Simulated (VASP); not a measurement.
# C (Fd-3m) in VASP: notebook, part 2 of 2

VASP 6.6.1. Earlier steps stand in the parts before.

### Step 4. Electric field gradients, r2SCAN (volume scaled by 1.03)

The input, POSCAR:

```
C
1.0
    0.0000000000      1.7980011520      1.7980011520
    1.7980011520      0.0000000000      1.7980011520
    1.7980011520      1.7980011520      0.0000000000
C
2
Direct
    0.0000000000      0.0000000000      0.0000000000
    0.2500000000      0.2500000000      0.2500000000
```

The input, INCAR.step1:

```
SYSTEM = C
  ALGO = Normal
  EDIFF = 1E-4
  ENCUT = 520
  GGA = PE
  ISMEAR = -1
  LASPH = .True.
  LCHARG = .False.
  LREAL = .False.
  LWAVE = .True.
  NBANDS = 11
  NELM = 100
  PREC = Accurate
  SIGMA = 0.03
```

The input, INCAR.step2:

```
SYSTEM = C
  ALGO = Normal
  EDIFF = 1E-8
  ENCUT = 520
  ISIF = 2
  ISMEAR = -1
  ISTART = 1
  LASPH = .True.
  LCHARG = .False.
  LEFG = .True.
  LMIXTAU = .True.
  LREAL = .False.
  LWAVE = .False.
  METAGGA = R2SCAN
  NBANDS = 11
  NELM = 100
  PREC = Accurate
  SIGMA = 0.03
```

The input, KPOINTS:

```
k-points
0
Gamma
  14 14 14
  0 0 0
```

Potentials or basis: VASP PAW PBE potentials, release 64 (C).

On the command line:

```
$ cat potpaw_PBE.64/C/POTCAR > POTCAR
$ cp INCAR.step1 INCAR
$ mpirun -np 1 vasp_std > vasp.out
$ cp INCAR.step2 INCAR
$ mpirun -np 1 vasp_std > vasp.out
```

OUTCAR:

```text
SYSTEM = C
   EDIFF = 1E-8
   ENCUT = 520
   ISIF = 2
   ISMEAR = -1
   ISTART = 1
   LASPH = .True.
   LREAL = .False.
   METAGGA = R2SCAN
   NELM = 100
   PREC = Accurate

 ion  position               nearest neighbor table
   1  0.000  0.000  0.000-   2 1.56   2 1.56   2 1.56   2 1.56
   2  0.250  0.250  0.250-   1 1.56   1 1.56   1 1.56   1 1.56

  LATTYP: Found a face centered cubic cell.
 ALAT       =     3.5960023040

  Lattice vectors:

 A1 = (   0.0000000000,   1.7980011520,   1.7980011520)
 A2 = (   1.7980011520,   0.0000000000,   1.7980011520)
 A3 = (   1.7980011520,   1.7980011520,   0.0000000000)

Analysis of symmetry for initial positions (statically):
=====================================================================
 Subroutine PRICEL returns:
 Original cell was already a primitive cell.

 Routine SETGRP: Setting up the symmetry group for a
 face centered cubic supercell.

 Subroutine GETGRP returns: Found 48 space group operations
 (whereof 24 operations were pure point group operations)
 out of a pool of 48 trial point group operations.

The static configuration has the point symmetry T_d .
 The point group associated with its full space group is O_h .

Analysis of symmetry for dynamics (positions and initial velocities):
=====================================================================
 Subroutine PRICEL returns:
 Original cell was already a primitive cell.

 Routine SETGRP: Setting up the symmetry group for a
 face centered cubic supercell.

 Subroutine GETGRP returns: Found 48 space group operations
 (whereof 24 operations were pure point group operations)
 out of a pool of 48 trial point group operations.

[... 481 lines left out ...]
      3       5.9261      2.00000
      4       6.6165      2.00000
      5      15.4642      0.00000
      6      19.5916      0.00000
      7      19.8030      0.00000
      8      22.1099      0.00000
      9      30.3106      0.00000
     10      31.7162      0.00000
     11      36.3846      0.00000

 [... further k-points ...]

------------------------ aborting loop because EDIFF is reached ----------------------------------------

  FORCE on cell =-STRESS in cart. coord.  units (eV):
  Direction    XX          YY          ZZ          XY          YZ          ZX
  --------------------------------------------------------------------------------------
  -------------------------------------------------------------------------------------
  Total       -0.8543973     -0.8543973     -0.8543973      0.0000000      0.0000000     -0.0000000
  in kB     -117.7526167   -117.7526167   -117.7526167      0.0000000      0.0000000     -0.0000000
  external PRESSURE =    -117.7526167 kB  Pullay stress =       0.0000000 kB

 VOLUME and BASIS-vectors are now :
 -----------------------------------------------------------------------------
  energy-cutoff  :      520.00
  volume of cell :       11.63
      direct lattice vectors                 reciprocal lattice vectors
     0.000000000  1.798001152  1.798001152    -0.278086585  0.278086585  0.278086585
     1.798001152  0.000000000  1.798001152     0.278086585 -0.278086585  0.278086585
     1.798001152  1.798001152  0.000000000     0.278086585  0.278086585 -0.278086585

 POSITION                                       TOTAL-FORCE (eV/Angst)
 -----------------------------------------------------------------------------------
      0.00000      0.00000      0.00000        -0.000000     -0.000000     -0.000000
      0.89900      0.89900      0.89900         0.000000      0.000000      0.000000
 -----------------------------------------------------------------------------------
    total drift:                                0.000000      0.000000      0.000000

  FREE ENERGIE OF THE ION-ELECTRON SYSTEM (eV)
  ---------------------------------------------------
  free  energy   TOTEN  =       -19.6461609195 eV

  energy  without entropy=      -19.6461609194  energy(sigma->0) =      -19.64616092

 Electric field gradients (V/A^2)
---------------------------------------------------------------------
 ion       V_xx      V_yy      V_zz      V_xy      V_xz      V_yz
---------------------------------------------------------------------
   1       0.000    -0.000     0.000     0.000     0.000     0.000
   2       0.000    -0.000     0.000     0.000     0.000     0.000
---------------------------------------------------------------------

 Electric field gradients after diagonalization (V/A^2)
 (convention: |V_zz| > |V_xx| > |V_yy|)
----------------------------------------------------------------------
 ion       V_xx      V_yy      V_zz     asymmetry (V_yy - V_xx)/ V_zz
----------------------------------------------------------------------
   1      -0.000    -0.000     0.000       0.000
   2      -0.000    -0.000     0.000       0.000
----------------------------------------------------------------------

           NMR quadrupolar parameters

 Cq : quadrupolar parameter    Cq=e*Q*V_zz/h
 eta: asymmetry parameters     (V_yy - V_xx)/ V_zz
 Q  : nuclear electric quadrupole moment in mb (millibarn)
----------------------------------------------------------------------
 ion       Cq(MHz)       eta       Q (mb)
----------------------------------------------------------------------
   1       0.000       0.000       1.000
   2       0.000       0.000       1.000
----------------------------------------------------------------------
```

OUTCAR.step1:

```text
SYSTEM = C
   EDIFF = 1E-4
   ENCUT = 520
   GGA = PE
   ISMEAR = -1
[... 559 lines left out ...]
      0.00000      0.00000      0.00000        -0.000000      0.000000      0.000000
      0.89900      0.89900      0.89900         0.000000     -0.000000     -0.000000
 -----------------------------------------------------------------------------------
    total drift:                                0.000000      0.000000      0.000000

  FREE ENERGIE OF THE ION-ELECTRON SYSTEM (eV)
  ---------------------------------------------------
  free  energy   TOTEN  =       -18.1806538947 eV

  energy  without entropy=      -18.1806538947  energy(sigma->0) =      -18.18065389
```

It took 35 s on 1 thread of Intel Xeon 6975P-C, shared host; peak memory 0.13 GiB.

What came out:

```
Free energy            : -19.6462 eV
Pressure               : -11.8 GPa
Band gap on the k mesh : 4.26 eV, indirect (least direct gap 5.77 eV)
```

Levels at points of the mesh, in eV from the valence-band top:
| k point | band 2 | band 3 | band 4 | band 5 | band 6 | band 7 |
| --- | --- | --- | --- | --- | --- | --- |
| (0.00, 0.00, 0.00) | 0.00 | 0.00 | 0.00 | 5.77 | 5.77 | 5.77 |
| (0.50, 0.00, 0.00) | -13.77 | -2.91 | -2.91 | 8.77 | 8.77 | 8.79 |
| (0.50, 0.50, 0.00) | -13.41 | -6.50 | -6.50 | 4.94 | 4.94 | 17.49 |

Caveat: without QUAD_EFG the Cq values of the log hold for a quadrupole moment of 1 mb, not for the nuclei; the PAW data sets were made with another functional, which shifts forces and pressure a little. A k mesh can miss the band edges.

### Step 5. Electric field gradients, r2SCAN (volume scaled by 1.06)

The input, POSCAR:

```
C
1.0
    0.0000000000      1.8152906853      1.8152906853
    1.8152906853      0.0000000000      1.8152906853
    1.8152906853      1.8152906853      0.0000000000
C
2
Direct
    0.0000000000      0.0000000000      0.0000000000
    0.2500000000      0.2500000000      0.2500000000
```

The input, INCAR.step1:

```
  ALGO = Normal
  EDIFF = 1E-4
  ENCUT = 520
  GGA = PE
  ISMEAR = -1
  LASPH = True
  LCHARG = False
  LREAL = False
  LWAVE = True
  NBANDS = 11
  NELM = 60
  PREC = Accurate
  SIGMA = 0.03
```

The input, INCAR.step2:

```
  ALGO = Normal
  EDIFF = 1E-8
  ENCUT = 520
  ISIF = 2
  ISMEAR = -1
  ISTART = 1
  LASPH = True
  LCHARG = False
  LEFG = True
  LMIXTAU = True
  LREAL = False
  LWAVE = False
  METAGGA = R2SCAN
  NBANDS = 11
  NELM = 60
  PREC = Accurate
  SIGMA = 0.03
```

The input, KPOINTS:

```
k-points
0
Gamma
  14 14 14
```

Potentials or basis: VASP PAW PBE potentials, release 64 (C).

On the command line:

```
$ cat potpaw_PBE.64/C/POTCAR > POTCAR
$ cp INCAR.step1 INCAR
$ mpirun -np 1 vasp_std > vasp.out
$ cp INCAR.step2 INCAR
$ mpirun -np 1 vasp_std > vasp.out
```

OUTCAR:

```text
EDIFF = 1E-8
   ENCUT = 520
   ISIF = 2
   ISMEAR = -1
   ISTART = 1
   LASPH = True
   LREAL = False
   METAGGA = R2SCAN
   NELM = 60
   PREC = Accurate

 ion  position               nearest neighbor table
   1  0.000  0.000  0.000-   2 1.57   2 1.57   2 1.57   2 1.57
   2  0.250  0.250  0.250-   1 1.57   1 1.57   1 1.57   1 1.57

  LATTYP: Found a face centered cubic cell.
 ALAT       =     3.6305813706

  Lattice vectors:

 A1 = (   0.0000000000,   1.8152906853,   1.8152906853)
 A2 = (   1.8152906853,   0.0000000000,   1.8152906853)
 A3 = (   1.8152906853,   1.8152906853,   0.0000000000)

Analysis of symmetry for initial positions (statically):
=====================================================================
 Subroutine PRICEL returns:
 Original cell was already a primitive cell.

 Routine SETGRP: Setting up the symmetry group for a
 face centered cubic supercell.

 Subroutine GETGRP returns: Found 48 space group operations
 (whereof 24 operations were pure point group operations)
 out of a pool of 48 trial point group operations.

The static configuration has the point symmetry T_d .
 The point group associated with its full space group is O_h .

Analysis of symmetry for dynamics (positions and initial velocities):
=====================================================================
 Subroutine PRICEL returns:
 Original cell was already a primitive cell.

 Routine SETGRP: Setting up the symmetry group for a
 face centered cubic supercell.

 Subroutine GETGRP returns: Found 48 space group operations
 (whereof 24 operations were pure point group operations)
[... 482 lines left out ...]
      2       2.7648      2.00000
      3       5.6192      2.00000
      4       6.2575      2.00000
      5      14.9564      0.00000
      6      18.9043      0.00000
      7      19.1864      0.00000
      8      21.4012      0.00000
      9      29.4817      0.00000
     10      30.9082      0.00000
     11      35.6574      0.00000

 [... further k-points ...]

------------------------ aborting loop because EDIFF is reached ----------------------------------------

  FORCE on cell =-STRESS in cart. coord.  units (eV):
  Direction    XX          YY          ZZ          XY          YZ          ZX
  --------------------------------------------------------------------------------------
  -------------------------------------------------------------------------------------
  Total       -1.7047209     -1.7047209     -1.7047209     -0.0000000     -0.0000000     -0.0000000
  in kB     -228.2944387   -228.2944387   -228.2944387     -0.0000000     -0.0000000     -0.0000000
  external PRESSURE =    -228.2944387 kB  Pullay stress =       0.0000000 kB

 VOLUME and BASIS-vectors are now :
 -----------------------------------------------------------------------------
  energy-cutoff  :      520.00
  volume of cell :       11.96
      direct lattice vectors                 reciprocal lattice vectors
     0.000000000  1.815290685  1.815290685    -0.275437980  0.275437980  0.275437980
     1.815290685  0.000000000  1.815290685     0.275437980 -0.275437980  0.275437980
     1.815290685  1.815290685  0.000000000     0.275437980  0.275437980 -0.275437980

 POSITION                                       TOTAL-FORCE (eV/Angst)
 -----------------------------------------------------------------------------------
      0.00000      0.00000      0.00000        -0.000000     -0.000000     -0.000000
      0.90765      0.90765      0.90765         0.000000      0.000000      0.000000
 -----------------------------------------------------------------------------------
    total drift:                                0.000000      0.000000      0.000000

  FREE ENERGIE OF THE ION-ELECTRON SYSTEM (eV)
  ---------------------------------------------------
  free  energy   TOTEN  =       -19.6099519334 eV

  energy  without entropy=      -19.6099519333  energy(sigma->0) =      -19.60995193

 Electric field gradients (V/A^2)
---------------------------------------------------------------------
 ion       V_xx      V_yy      V_zz      V_xy      V_xz      V_yz
---------------------------------------------------------------------
   1      -0.000    -0.000    -0.000     0.000     0.000     0.000
   2      -0.000    -0.000    -0.000     0.000     0.000     0.000
---------------------------------------------------------------------

 Electric field gradients after diagonalization (V/A^2)
 (convention: |V_zz| > |V_xx| > |V_yy|)
----------------------------------------------------------------------
 ion       V_xx      V_yy      V_zz     asymmetry (V_yy - V_xx)/ V_zz
----------------------------------------------------------------------
   1      -0.000    -0.000     0.000       0.000
   2      -0.000    -0.000     0.000       0.000
----------------------------------------------------------------------

           NMR quadrupolar parameters

 Cq : quadrupolar parameter    Cq=e*Q*V_zz/h
 eta: asymmetry parameters     (V_yy - V_xx)/ V_zz
 Q  : nuclear electric quadrupole moment in mb (millibarn)
----------------------------------------------------------------------
 ion       Cq(MHz)       eta       Q (mb)
----------------------------------------------------------------------
   1       0.000       0.000       1.000
   2       0.000       0.000       1.000
----------------------------------------------------------------------
```

OSZICAR.step1:

```text
N       E                     dE             d eps       ncg     rms          rms(c)
DAV:   1     0.934736958790E+00    0.93474E+00   -0.47964E+03  2347   0.723E+02
DAV:   2    -0.182868394692E+02   -0.19222E+02   -0.18216E+02  3006   0.121E+02
DAV:   3    -0.186920148200E+02   -0.40518E+00   -0.40419E+00  2686   0.138E+01
DAV:   4    -0.186927335805E+02   -0.71876E-03   -0.71875E-03  2462   0.733E-01
DAV:   5    -0.186927345007E+02   -0.92015E-06   -0.91998E-06  2581   0.251E-02    0.518E+00
DAV:   6    -0.182872970667E+02    0.40544E+00   -0.21194E-01  2369   0.320E+00    0.310E+00
DAV:   7    -0.181507223962E+02    0.13657E+00   -0.26444E-01  2453   0.362E+00    0.675E-01
DAV:   8    -0.181524067076E+02   -0.16843E-02   -0.77018E-03  2381   0.644E-01    0.420E-02
DAV:   9    -0.181524524119E+02   -0.45704E-04   -0.62881E-05  2563   0.638E-02
   1 F= -.18152452E+02 E0= -.18152452E+02  d E =-.969977E-12
```

It took 41 s on 1 thread of Intel Xeon 6975P-C, shared host; peak memory 0.13 GiB.

Results:

```yaml
Free_energy: -19.6100 eV
Pressure: -22.8 GPa
Band_gap_on_the_k_mesh: 4.20 eV, indirect (least direct gap 5.69 eV)
```

Levels at points of the mesh, in eV from the valence-band top:
```
           k point  band 2  band 3  band 4  band 5  band 6  band 7
(0.00, 0.00, 0.00)    0.00    0.00    0.00    5.69    5.69    5.69
(0.50, 0.00, 0.00)  -13.46   -2.84   -2.84    8.39    8.65    8.65
(0.50, 0.50, 0.00)  -13.21   -6.33   -6.33    4.88    4.88   17.04
```

Caveat: without QUAD_EFG the Cq values of the log hold for a quadrupole moment of 1 mb, not for the nuclei; the PAW data sets were made with another functional, which shifts forces and pressure a little. A k mesh can miss the band edges.

### Step 6. Electric field gradients, r2SCAN (volume scaled by 1.06)

POSCAR is that of step 5.

The input, INCAR.step1:

```
SYSTEM = C
PREC = Accurate
ENCUT = 520
ISMEAR = -1
SIGMA = 0.03
LREAL = .FALSE.
LASPH = .TRUE.
NELM = 80
NBANDS = 11
GGA = PE
ALGO = Normal
EDIFF = 1E-4
LWAVE = .TRUE.
LCHARG = .FALSE.
```

The input, INCAR.step2:

```
SYSTEM = C
PREC = Accurate
ENCUT = 520
EDIFF = 1E-8
ISMEAR = -1
SIGMA = 0.03
LREAL = .FALSE.
LASPH = .TRUE.
NELM = 80
ALGO = Normal
ISIF = 2
LWAVE = .FALSE.
LCHARG = .FALSE.
METAGGA = R2SCAN
LMIXTAU = .TRUE.
LEFG = .TRUE.
NBANDS = 11
ISTART = 1
```

The input, KPOINTS:

```
Automatic mesh
0
G
  14 14 14
  0 0 0
```

Potentials or basis: VASP PAW PBE potentials, release 64 (C).

On the command line:

```
$ cat potpaw_PBE.64/C/POTCAR > POTCAR
$ cp INCAR.step1 INCAR
$ mpirun -np 1 vasp_std > vasp.out
$ cp INCAR.step2 INCAR
$ mpirun -np 1 vasp_std > vasp.out
```

OUTCAR:

```text
SYSTEM = C
   PREC = Accurate
   ENCUT = 520
   EDIFF = 1E-8
   ISMEAR = -1
   LREAL = .FALSE.
   LASPH = .TRUE.
   NELM = 80
   ISIF = 2
   METAGGA = R2SCAN
   ISTART = 1

 ion  position               nearest neighbor table
   1  0.000  0.000  0.000-   2 1.57   2 1.57   2 1.57   2 1.57
   2  0.250  0.250  0.250-   1 1.57   1 1.57   1 1.57   1 1.57

  LATTYP: Found a face centered cubic cell.
 ALAT       =     3.6305813706

  Lattice vectors:

 A1 = (   0.0000000000,   1.8152906853,   1.8152906853)
 A2 = (   1.8152906853,   0.0000000000,   1.8152906853)
[... 550 lines left out ...]
  free  energy   TOTEN  =       -19.6099519334 eV

  energy  without entropy=      -19.6099519333  energy(sigma->0) =      -19.60995193

 Electric field gradients (V/A^2)
---------------------------------------------------------------------
 ion       V_xx      V_yy      V_zz      V_xy      V_xz      V_yz
---------------------------------------------------------------------
   1      -0.000    -0.000    -0.000     0.000     0.000     0.000
   2      -0.000    -0.000    -0.000     0.000     0.000     0.000
---------------------------------------------------------------------

 Electric field gradients after diagonalization (V/A^2)
 (convention: |V_zz| > |V_xx| > |V_yy|)
----------------------------------------------------------------------
 ion       V_xx      V_yy      V_zz     asymmetry (V_yy - V_xx)/ V_zz
----------------------------------------------------------------------
   1      -0.000    -0.000     0.000       0.000
   2      -0.000    -0.000     0.000       0.000
----------------------------------------------------------------------

           NMR quadrupolar parameters

 Cq : quadrupolar parameter    Cq=e*Q*V_zz/h
 eta: asymmetry parameters     (V_yy - V_xx)/ V_zz
 Q  : nuclear electric quadrupole moment in mb (millibarn)
----------------------------------------------------------------------
 ion       Cq(MHz)       eta       Q (mb)
----------------------------------------------------------------------
   1       0.000       0.000       1.000
   2       0.000       0.000       1.000
----------------------------------------------------------------------
```

OUTCAR.step1:

```text
SYSTEM = C
   PREC = Accurate
   ENCUT = 520
   ISMEAR = -1
   LREAL = .FALSE.
[... 559 lines left out ...]
      0.00000      0.00000      0.00000         0.000000      0.000000     -0.000000
      0.90765      0.90765      0.90765        -0.000000     -0.000000      0.000000
 -----------------------------------------------------------------------------------
    total drift:                                0.000000      0.000000      0.000000

  FREE ENERGIE OF THE ION-ELECTRON SYSTEM (eV)
  ---------------------------------------------------
  free  energy   TOTEN  =       -18.1524524119 eV

  energy  without entropy=      -18.1524524119  energy(sigma->0) =      -18.15245241
```

Wall time 40 s (1 thread of Intel Xeon 6975P-C, shared host); peak memory 0.13 GiB.

What came out:

```yaml
Free_energy: -19.6100 eV
Pressure: -22.8 GPa
Band_gap_on_the_k_mesh: 4.20 eV, indirect (least direct gap 5.69 eV)
```

Caveat: without QUAD_EFG the Cq values of the log hold for a quadrupole moment of 1 mb, not for the nuclei; the PAW data sets were made with another functional, which shifts forces and pressure a little.

### Step 7. Overview

```csv
cell,gap on the mesh (eV),pressure (GPa)
"a = 2.492 Å, angles 60.0°, 2 atoms",4.40,15.6
"a = 2.518 Å, angles 60.0°, 2 atoms",4.33,0.9
"a = 2.543 Å, angles 60.0°, 2 atoms",4.26,-11.8
"a = 2.567 Å, angles 60.0°, 2 atoms",4.20,-22.8
```

Alike in all rows: task electric field gradients; level r2SCAN; potentials or basis VASP PAW PBE potentials, release 64 (C); no spin polarisation; k mesh 14 × 14 × 14; cutoff (eV) 520; smearing fermi-dirac 0.03 eV.

Caveats: the PAW data sets were made with another functional, which shifts forces and pressure a little.

Absolute energies hang on the potentials; compare differences alone.
